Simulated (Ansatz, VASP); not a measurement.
HC: VASP beside Ansatz

```
CELL_PARAMETERS angstrom
9.86020 0.00000 0.00000
-4.93010 8.53918 0.00000
0.00000 0.00000 18.00161
ATOMIC_POSITIONS crystal
C 0.08037 0.91478 0.63062
C 0.93913 0.84294 0.63182
H 0.20560 0.97850 0.62826
H 0.81380 0.77919 0.63158
```

Alike in both runs: task single point; functional PBE; dispersion D3(BJ); k mesh 2 × 2 × 1; occupations gaussian, width 0.05 eV; no spin polarisation.

```csv
,VASP,Ansatz
version,VASP 6.6.1,Ansatz 0.2.0
potentials or method,"VASP PAW PBE potentials, release 64 (C, H), cutoff 520 eV","scalar-relativistic, plane waves, PAW"
valence electrons in the cell,10,10
```

|  | VASP | Ansatz | Ansatz less VASP |
| --- | --- | --- | --- |
| gap on the k mesh at the Fermi level (eV) | 6.70 | 6.69 | -0.009 |
| rms of the force components (eV/Å) | 0.051 | 0.025 | -0.0263 |

Atom by atom the forces differ by 0.045 eV/Å (rms over components).
